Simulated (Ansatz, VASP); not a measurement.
**One calculation of Hf3Br, two programs**

```
CELL_PARAMETERS angstrom
-2.88352 2.88352 2.88352
2.88352 -2.88352 2.88352
2.88352 2.88352 -2.88352
ATOMIC_POSITIONS crystal
Hf 0.00000 0.50000 0.50000
Hf 0.50000 0.00000 0.50000
Hf 0.50000 0.50000 0.00000
Br 0.00000 0.00000 0.00000
```

Alike in both runs: functional PBE; k mesh 12 × 12 × 12; occupations gaussian, width 0.1 eV; no spin polarisation.

Ansatz relaxed the structure, and its values are those at the end. VASP's run is a single point on that final structure, the one shown.

|  | VASP | Ansatz |
| --- | --- | --- |
| version | VASP 6.6.1 | Ansatz 0.2.0 |
| potentials or method | VASP PAW PBE potentials, release 64 (Hf_pv, Br), cutoff 520 eV | scalar-relativistic, plane waves, PAW |
| valence electrons in the cell | 37 | 85 |

Ansatz gave:

```
gap on the k mesh at the Fermi level (eV) : none
pressure (GPa)                            : 0.0
```

What did VASP give for the same quantities?

gap on the k mesh at the Fermi level (eV): none; pressure (GPa): -0.4.

A gap of «none» marks a metal or a gap that the smearing closes. VASP's potentials hold 37 valence electrons a cell and Ansatz's 85, so a difference there can come from the potentials and not from the codes.

Neither program's run includes spin-orbit coupling.
